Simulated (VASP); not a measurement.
# B in VASP: further runs

The runs below take B through single point, relaxation of cell and atoms, with PBEsol.

All numbers are computed with VASP 6.6.1; they aren't measurements. Logs are shortened: lines on timing, memory, paths and dates and some standing lists are left out, and cuts for length are marked.

**1. The cell of the first run**

The typed cell holds 3 atoms: a = 2.358 Å, b = 2.358 Å, c = 3.917 Å, α = 90.00°, β = 90.00°, γ = 120.00°.

**2. Single point, PBEsol**

INCAR reads:

```
SYSTEM = B
PREC     = Accurate       ! precision mode
ENCUT    = 520            ! plane-wave cutoff, eV
EDIFF    = 1E-7           ! SCF threshold, eV
ISMEAR   = 0              ! smearing method
SIGMA    = 0.1            ! smearing width, eV
LREAL    = .FALSE.        ! projectors in reciprocal space
LASPH    = .TRUE.         ! aspherical terms in the spheres
NELM     = 60             ! most SCF steps
ALGO     = Normal         ! electronic algorithm
ISIF     = 2              ! what is computed and relaxed
LWAVE    = .FALSE.        ! write WAVECAR
LCHARG   = .FALSE.        ! write CHGCAR
GGA      = PS             ! functional
NBANDS   = 12             ! bands
```

KPOINTS reads:

```
Automatic mesh
0
G
  9 9 6
  0 0 0
```

POSCAR reads:

```
B
1.0
    2.3576357491      0.0000000000      0.0000000000
   -1.1788178746      2.0417724516      0.0000000000
    0.0000000000      0.0000000000      3.9168231639
B
3
Direct
    0.3347198832      0.0000000000      0.3333333333
    0.0000000000      0.3347198832      0.6666666667
    0.6652801168      0.6652801168      0.0000000000
```

Potentials or basis: VASP PAW PBE potentials, release 64 (B).

On the command line:

```
cat potpaw_PBE.64/B/POTCAR > POTCAR
mpirun -np 1 vasp_std > vasp.out
```

OUTCAR:

```text
SYSTEM = B
   PREC = Accurate
   ENCUT = 520
   EDIFF = 1E-7
   ISMEAR = 0
   LREAL = .FALSE.
   LASPH = .TRUE.
   NELM = 60
   ISIF = 2
   GGA = PS

 ion  position               nearest neighbor table
   1  0.335  0.000  0.333-   3 1.88   3 1.88   2 1.88   2 1.88   3 1.89   2 1.89
   2  0.000  0.335  0.667-   3 1.88   3 1.88   1 1.88   1 1.88   3 1.89   1 1.89
   3  0.665  0.665  0.000-   2 1.88   1 1.88   2 1.88   1 1.88   1 1.89   2 1.89

  LATTYP: Found a hexagonal cell.
 ALAT       =     2.3576357491
 C/A-ratio  =     1.6613351598

  Lattice vectors:

 A1 = (   2.3576357491,   0.0000000000,   0.0000000000)
 A2 = (  -1.1788178746,   2.0417724516,   0.0000000000)
 A3 = (   0.0000000000,   0.0000000000,   3.9168231639)

Analysis of symmetry for initial positions (statically):
=====================================================================
 Subroutine PRICEL returns:
 Original cell was already a primitive cell.

 Routine SETGRP: Setting up the symmetry group for a
 hexagonal supercell.

 Subroutine GETGRP returns: Found  6 space group operations
 (whereof  2 operations were pure point group operations)
 out of a pool of 24 trial point group operations.

The static configuration has the point symmetry C_2 .
 The point group associated with its full space group is D_3 .

Analysis of symmetry for dynamics (positions and initial velocities):
=====================================================================
 Subroutine PRICEL returns:
 Original cell was already a primitive cell.

 Routine SETGRP: Setting up the symmetry group for a
 hexagonal supercell.

 Subroutine GETGRP returns: Found  6 space group operations
 (whereof  2 operations were pure point group operations)
 out of a pool of 24 trial point group operations.

The dynamic configuration has the point symmetry C_2 .
 The point group associated with its full space group is D_3 .

 Subroutine INISYM returns: Found  6 space group operations
 (whereof  2 operations are pure point group operations),
 and found     1 'primitive' translations

----------------------------------------------------------------------------------------

                                     Primitive cell

  volume of cell :      18.8546

  direct lattice vectors                    reciprocal lattice vectors
     2.357635749  0.000000000  0.000000000     0.424153731  0.244885271  0.000000000
[... 97 lines left out ...]
   TEBEG  =    0.0;   TEEND  =   0.0 temperature during run
   PSTRESS=    0.0 pullay stress
   NELECT =       9.0000    total number of electrons
   NUPDOWN=      -1.0000    fix difference up-down
   EMIN   =  10.00;   EMAX   =-10.00  energy-range for DOS
   EFERMI =   0.00;   METHOD = LEGACY
   ISMEAR =     0;   SIGMA  =   0.10  broadening in eV -4-tet -1-fermi 0-gaus
   EFERMI_NEDOS =   21; number of points for ismear=-14 and -15
   IALGO  =     38    algorithm
   IMIX   =      4    mixing-type and parameters
     AMIX     =   0.40;   BMIX     =  1.00
     AMIX_MAG =   1.60;   BMIX_MAG =  1.00
  volume/ion in A,a.u.               =       6.28        42.41
  Fermi-wavevector in a.u.,A,eV,Ry     =   1.279429  2.417771 22.271916  1.636940
  Thomas-Fermi vector in A             =   2.411915
   LORBIT       =      0    0 simple, 1 ext, 2 COOP (PROOUT), +10 PAW based schemes
   GGA     = PS    functional components
   LHFCALC =     F    Hartree Fock is set to
   AEXX    =    0.0000 exact exchange contribution
   IVDW    =     0    specifies the selected vdW correction
   LEPSILON=     F    determine dielectric tensor
   LRPA    =     F    only Hartree local field effects (RPA)
 non-spin polarized calculation
 Gauss-broadening in eV      SIGMA  =   0.10
  energy-cutoff  :      520.00
  volume of cell :       18.85
 maximum number of plane-waves:       537
 NGX is ok and might be reduce to    18

 number of electron       9.0000000 magnetization

 Free energy of the ion-electron system (eV)
  ---------------------------------------------------
  ext. energy  EPLUGINS =         0.00000000
  ---------------------------------------------------
  free energy    TOTEN  =       -18.13599284 eV

  energy without entropy =      -18.13066282  energy(sigma->0) =      -18.13332783

 E-fermi :   8.6918     XC(G=0): -12.7039

 val. band max:        8.6885616178   @ k =  -0.1111   0.4444   0.3333
 cond. band min:       8.7870986738   @ k =   0.0000   0.2222   0.1667
 fundamental gap:      0.0985370560
 Fermi energy:         8.6917946256

 k-point     1 :       0.0000    0.0000    0.0000
  band No.  band energies     occupation
      1      -8.7031      2.00000
      2      -1.0899      2.00000
      3      -1.0899      2.00000
      4      15.8021      0.00000
      5      15.8449      0.00000
      6      15.8449      0.00000
      7      15.8881      0.00000
      8      22.0301      0.00000
      9      22.0301      0.00000
     10      23.1805      0.00000
     11      23.1805      0.00000
     12      25.0047      0.00000
[... 331 lines left out ...]
 k-point    24 :      -0.1111    0.3333    0.1667
  band No.  band energies     occupation
      1      -5.9844      2.00000
      2      -0.9521      2.00000
      3       3.5615      2.00000
      4       6.8299      2.00000
      5       9.0974      0.00000
      6      13.0472      0.00000
      7      14.3121      0.00000
      8      17.5977      0.00000
      9      19.2393      0.00000
     10      20.2718      0.00000
     11      23.4301      0.00000
     12      24.7613      0.00000

 [... further k-points ...]

------------------------ aborting loop because EDIFF is reached ----------------------------------------

  FORCE on cell =-STRESS in cart. coord.  units (eV):
  Direction    XX          YY          ZZ          XY          YZ          ZX
  --------------------------------------------------------------------------------------
  -------------------------------------------------------------------------------------
  Total       -0.0116709     -0.0116709      0.0616313      0.0000000      0.0000000     -0.0000000
  in kB       -0.9917361     -0.9917361      5.2371324      0.0000000      0.0000000     -0.0000000
  external PRESSURE =       1.0845534 kB  Pullay stress =       0.0000000 kB

 VOLUME and BASIS-vectors are now :
 -----------------------------------------------------------------------------
  energy-cutoff  :      520.00
  volume of cell :       18.85
      direct lattice vectors                 reciprocal lattice vectors
     2.357635749  0.000000000  0.000000000     0.424153731  0.244885271  0.000000000
    -1.178817875  2.041772452  0.000000000     0.000000000  0.489770542  0.000000000
     0.000000000  0.000000000  3.916823164     0.000000000  0.000000000  0.255308948

 POSITION                                       TOTAL-FORCE (eV/Angst)
 -----------------------------------------------------------------------------------
      0.78915      0.00000      1.30561        -0.011186      0.000000      0.000000
     -0.39457      0.68342      2.61122         0.005593     -0.009688     -0.000000
      0.78424      1.35835      0.00000         0.005593      0.009688     -0.000000
 -----------------------------------------------------------------------------------
    total drift:                                0.000000     -0.000000      0.000000

  FREE ENERGIE OF THE ION-ELECTRON SYSTEM (eV)
  ---------------------------------------------------
  free  energy   TOTEN  =       -18.1359928421 eV

  energy  without entropy=      -18.1306628182  energy(sigma->0) =      -18.13332783
```

OSZICAR:

```text
N       E                     dE             d eps       ncg     rms          rms(c)
DAV:   1     0.323261404949E+01    0.32326E+01   -0.39719E+03  1488   0.638E+02
DAV:   2    -0.176727145421E+02   -0.20905E+02   -0.19802E+02  1896   0.123E+02
DAV:   3    -0.182032219062E+02   -0.53051E+00   -0.52353E+00  1912   0.145E+01
DAV:   4    -0.182039018340E+02   -0.67993E-03   -0.67990E-03  1576   0.534E-01
DAV:   5    -0.182039022497E+02   -0.41570E-06   -0.41579E-06  1816   0.137E-02    0.338E+00
DAV:   6    -0.181585913893E+02    0.45311E-01   -0.87489E-03  1640   0.577E-01    0.203E+00
DAV:   7    -0.181360105004E+02    0.22581E-01   -0.16241E-02  1688   0.799E-01    0.604E-02
DAV:   8    -0.181359941642E+02    0.16336E-04   -0.12336E-04  1668   0.846E-02    0.136E-02
DAV:   9    -0.181359927881E+02    0.13760E-05   -0.26786E-06  1780   0.129E-02    0.272E-03
DAV:  10    -0.181359928421E+02   -0.53915E-07   -0.51378E-08  1104   0.147E-03
   1 F= -.18135993E+02 E0= -.18133328E+02  d E =-.533002E-02
```

Run time: 8.1 s. Hardware: 1 thread of Intel Xeon Platinum 8375C at 2.90GHz (Ice Lake), shared host; peak memory 0.12 GiB.

What came out:

| Property | Result |
| --- | --- |
| Free energy | -18.1360 eV |
| Pressure | 0.1 GPa |
| Largest force | 0.011 eV/Å |
| Band gap on the k mesh | zero (an odd number of electrons rules out a gap without spin polarisation) |

Forces on the atoms (eV/Å):
```
B   -0.011  0.000  0.000
B    0.006 -0.010  0.000
B    0.006  0.010  0.000
```

Stress tensor (GPa, compression positive):
```
-0.10  0.00  0.00
 0.00 -0.10  0.00
 0.00  0.00  0.52
```

Levels at points of the mesh, in eV from the Fermi level:
```tsv
k point	band 2	band 3	band 4	band 5	band 6	band 7
(0.00, 0.00, 0.00)	-9.78	-9.78	7.11	7.15	7.15	7.20
(0.00, 0.00, 0.50)	-15.46	-3.45	5.63	6.49	6.49	10.00
```

Caveat: the PAW data sets were made with another functional, which shifts forces and pressure a little.

**3. Single point, PBEsol**

This run uses another cell than the first one, of 9.97 Å³/atom.

INCAR reads:

```
  ALGO = Normal
  EDIFF = 1E-6
  ENCUT = 520
  GGA = PS
  ISIF = 2
  ISMEAR = 0
  LASPH = True
  LCHARG = True
  LELF = True
  LREAL = False
  LVHAR = True
  LWAVE = False
  NBANDS = 12
  NELM = 60
  PREC = Accurate
  SIGMA = 0.1
```

KPOINTS reads:

```
k-points
0
Gamma
  9 9 9
```

POSCAR reads:

```
B
1.0
    0.8509237024      0.4912810286     11.9295888627
   -0.8509237024      0.4912810286     11.9295888627
    0.0000000000     -0.9825620574     11.9295888627
B
3
Direct
    0.0000000000      0.0000000000      0.0000000000
    0.2222062523      0.2222062523      0.2222062523
    0.7777937477      0.7777937477      0.7777937477
```

Potentials or basis: VASP PAW PBE potentials, release 64 (B).

On the command line:

```
cat potpaw_PBE.64/B/POTCAR > POTCAR
mpirun -np 1 vasp_std > vasp.out
```

It took 22 min on 1 thread of Intel Xeon Platinum 8375C at 2.90GHz (Ice Lake), shared host; peak memory 1.1 GiB.

It converged, with:

```yaml
Free_energy: -18.9099 eV
Pressure: 0.2 GPa
Band_gap_on_the_k_mesh: zero (an odd number of electrons rules out a gap without spin polarisation)
```

Stress tensor (GPa, compression positive):
```
0.26 0.00 0.00
0.00 0.26 0.00
0.00 0.00 0.11
```

Levels at points of the mesh, in eV from the Fermi level:
```
           k point  band 3  band 4  band 5  band 6  band 7  band 8  band 9  band 10
(0.00, 0.00, 0.00)  -17.78   -8.79   -8.79   -7.89    1.21    4.39    4.40    12.88
```

Caveat: the k points lie up to 0.47 Å⁻¹ apart, too coarse for converged energies and pressures of a metal; the PAW data sets were made with another functional, which shifts forces and pressure a little.

**4. Single point, PBEsol**

This run uses another cell than the first one: it holds 8 atoms, not 3.

INCAR reads:

```
SYSTEM = B
PREC = Accurate
ENCUT = 520
EDIFF = 1E-6
ISMEAR = 0
SIGMA = 0.1
LREAL = .False.
LASPH = .True.
NELM = 60
ALGO = Normal
ISIF = 2
LWAVE = .False.
LCHARG = .True.
GGA = PS
LELF = .True.
LVHAR = .True.
NBANDS = 22
```

KPOINTS reads:

```
Automatic mesh
0
Gamma
  6 6 6
  0 0 0
```

POSCAR reads:

```
B
1.0
    2.3631988383      1.3643934854      2.6027301397
   -2.3631988383      1.3643934854      2.6027301397
    0.0000000000     -2.7287869709      2.6027301397
B
8
Direct
    0.2500000000      0.2500000000      0.2500000000
    0.2500000000      0.2500000000      0.7500000000
    0.2500000000      0.7500000000      0.2500000000
    0.2500000000      0.7500000000      0.7500000000
    0.7500000000      0.2500000000      0.2500000000
    0.7500000000      0.2500000000      0.7500000000
    0.7500000000      0.7500000000      0.2500000000
    0.7500000000      0.7500000000      0.7500000000
```

On the command line:

```
cat potpaw_PBE.64/B/POTCAR > POTCAR
mpirun -np 1 vasp_std > vasp.out
```

Wall time 19 s (1 thread of Intel Xeon Platinum 8375C at 2.90GHz (Ice Lake), shared host); peak memory 0.15 GiB.

The run converged. Its results:

| Property | Result |
| --- | --- |
| Free energy | -48.5629 eV |
| Pressure | 0.2 GPa |
| Band gap on the k mesh | zero (bands 12 and 13 overlap by 5.43 eV) |

Stress tensor (GPa, compression positive):
```
 1.06  0.00  0.00
 0.00  1.06  0.00
 0.00  0.00 -1.60
```

Levels at points of the mesh, in eV from the Fermi level:
| k point | band 10 | band 11 | band 12 | band 13 | band 14 | band 15 |
| --- | --- | --- | --- | --- | --- | --- |
| (0.00, 0.00, 0.00) | -5.26 | -3.40 | 0.58 | 0.58 | 0.58 | 1.91 |
| (0.50, 0.00, 0.00) | -4.16 | -4.16 | -4.16 | 2.80 | 2.80 | 3.23 |
| (0.50, 0.50, 0.00) | -2.82 | -1.45 | -1.45 | 1.00 | 1.00 | 3.90 |
| (0.50, 0.50, 0.50) | 1.34 | 1.34 | 1.34 | 1.34 | 1.34 | 5.48 |

Caveat: the PAW data sets were made with another functional, which shifts forces and pressure a little.

**5. Single point, PBEsol**

This run uses another cell than the first one: it holds 1 atom, not 3.

INCAR reads:

```
SYSTEM = B
PREC     = Accurate       ! precision mode
ENCUT    = 520            ! plane-wave cutoff, eV
EDIFF    = 1E-6           ! SCF threshold, eV
ISMEAR   = 0              ! smearing method
SIGMA    = 0.1            ! smearing width, eV
LREAL    = .FALSE.        ! projectors in reciprocal space
LASPH    = .TRUE.         ! aspherical terms in the spheres
NELM     = 80             ! most SCF steps
ALGO     = Normal         ! electronic algorithm
ISIF     = 2              ! what is computed and relaxed
LWAVE    = .FALSE.        ! write WAVECAR
LCHARG   = .FALSE.        ! write CHGCAR
GGA      = PS             ! functional
NBANDS   = 8              ! bands
```

KPOINTS reads:

```
Automatic mesh
0
G
  30 30 30
  0 0 0
```

POSCAR reads:

```
B
1.0
    1.1815994191      0.6821967427      1.3013650698
   -1.1815994191      0.6821967427      1.3013650698
    0.0000000000     -1.3643934854      1.3013650698
B
1
Direct
    0.5000000000      0.5000000000      0.5000000000
```

On the command line:

```
cat potpaw_PBE.64/B/POTCAR > POTCAR
mpirun -np 1 vasp_std > vasp.out
```

It took 30 s on 1 thread of Intel Xeon Platinum 8375C at 2.90GHz (Ice Lake), shared host; peak memory 0.21 GiB.

The run converged. Its results:

- Free energy: -6.0557 eV
- Pressure: 0.3 GPa
- Band gap on the k mesh: zero (an odd number of electrons rules out a gap without spin polarisation)

Stress tensor (GPa, compression positive):
```
0.18 0.00 0.00
0.00 0.18 0.00
0.00 0.00 0.42
```

Levels at points of the mesh, in eV from the Fermi level:
```csv
k point,band 1,band 2,band 3,band 4
"(0.00, 0.00, 0.00)",-17.39,13.30,13.30,16.23
"(0.50, 0.00, 0.00)",-9.45,-6.69,15.27,16.77
"(0.50, 0.50, 0.00)",-5.22,0.62,1.95,10.55
"(0.50, 0.50, 0.50)",-3.35,5.79,6.38,6.38
```

Caveat: the PAW data sets were made with another functional, which shifts forces and pressure a little.

**6. Relaxation of cell and atoms, PBEsol**

This run uses another cell than the first one: it holds 1 atom, not 3.

INCAR reads:

```
PREC     = Accurate       # precision mode
ENCUT    = 600            # plane-wave cutoff, eV
EDIFF    = 1E-6           # SCF threshold, eV
ISMEAR   = 0              # smearing method
SIGMA    = 0.1            # smearing width, eV
LREAL    = False          # projectors in reciprocal space
LASPH    = True           # aspherical terms in the spheres
NELM     = 80             # most SCF steps
ALGO     = Normal         # electronic algorithm
ISIF     = 3              # what is computed and relaxed
LWAVE    = False          # write WAVECAR
LCHARG   = False          # write CHGCAR
GGA      = PS             # functional
IBRION   = 2              # ionic algorithm
NSW      = 100            # ionic steps
EDIFFG   = -0.01          # ionic threshold
```

KPOINTS reads:

```
regular mesh
0
Gamma
  30 30 30
```

POSCAR reads:

```
B
1.0
    1.1788178746      0.6805908172      1.3056077213
   -1.1788178746      0.6805908172      1.3056077213
    0.0000000000     -1.3611816344      1.3056077213
B
1
Direct
    0.5000000000      0.5000000000      0.5000000000
```

Potentials or basis: VASP PAW PBE potentials, release 64 (B).

On the command line:

```
cat potpaw_PBE.64/B/POTCAR > POTCAR
mpirun -np 1 vasp_std > vasp.out
```

Run time: 37 s. Hardware: 1 thread of Intel Xeon Platinum 8375C at 2.90GHz (Ice Lake), shared host; peak memory 0.2 GiB.

The run converged. Its results:

| Quantity | Value |
| --- | --- |
| Free energy | -6.0567 eV |
| Relaxed volume | 6.29 Å³/atom |
| Relaxed cell | a = 1.886 Å, b = 1.886 Å, c = 1.886 Å, α = 77.58°, β = 77.58°, γ = 77.58° |
| Space group after relaxing (to 0.1 Å) | R-3m (No. 166) |
| Energy gained by relaxing | 0.1 meV/atom |
| Ionic steps | 3 |
| Pressure after relaxing | 0.2 GPa |
| Band gap on the k mesh | zero (an odd number of electrons rules out a gap without spin polarisation) |

The path:
```tsv
step	energy change (eV)	largest force (eV/Å)	pressure (GPa)	volume (Å³)
1	0.0000	0.0000	0.17	6.28
2	-0.0001	0.0000	0.20	6.29
3	-0.0001	0.0000	0.23	6.29
```

Final structure:
```yaml
crystal:
  lattice:
    - [1.18131, 0.68203, 1.30181]
    - [-1.18131, 0.68203, 1.30181]
    - [0.00000, -1.36406, 1.30181]
  atoms:
    - { symbol: B, position: [0.50000, 0.50000, 0.50000] }
```

Levels at points of the mesh, in eV from the Fermi level:
```
           k point  band 1  band 2  band 3  band 4  band 5
(0.00, 0.00, 0.00)  -17.39   13.30   13.30   16.23   25.60
(0.50, 0.00, 0.00)   -9.46   -6.69   15.26   16.77   28.32
(0.50, 0.50, 0.00)   -5.23    0.62    1.94   10.56   16.16
(0.50, 0.50, 0.50)   -3.37    5.77    6.39    6.39   20.65
```

Caveat: the PAW data sets were made with another functional, which shifts forces and pressure a little.

**7. The runs side by side**

```csv
task,cell,k mesh,cutoff (eV),gap on the mesh (eV),pressure (GPa)
single point,"a = 2.358, b = 2.358, c = 3.917 Å, angles 90.0, 90.0, 120.0°, 3 atoms, atomic positions A",9 × 9 × 6,520,none,0.1
single point,"a = 11.970 Å, angles 8.2°, 3 atoms, atomic positions B",9 × 9 × 9,520,none,0.2
single point,"a = 3.771 Å, angles 77.6°, 8 atoms, atomic positions C",6 × 6 × 6,520,none,0.2
single point,"a = 1.886 Å, angles 77.6°, 1 atom, atomic positions D",30 × 30 × 30,520,none,0.3
relaxation of cell and atoms,"relaxed from a = 1.886 Å, angles 77.4°, 1 atom, atomic positions D",30 × 30 × 30,600,none,0.2
```

Alike in all rows: level PBEsol; potentials or basis VASP PAW PBE potentials, release 64 (B); no spin polarisation; smearing gaussian 0.1 eV.

Caveats: some runs use coarse meshes; the PAW data sets were made with another functional, which shifts forces and pressure a little.

Total energies depend on the potentials used, so only differences within one code and one set of settings carry meaning.
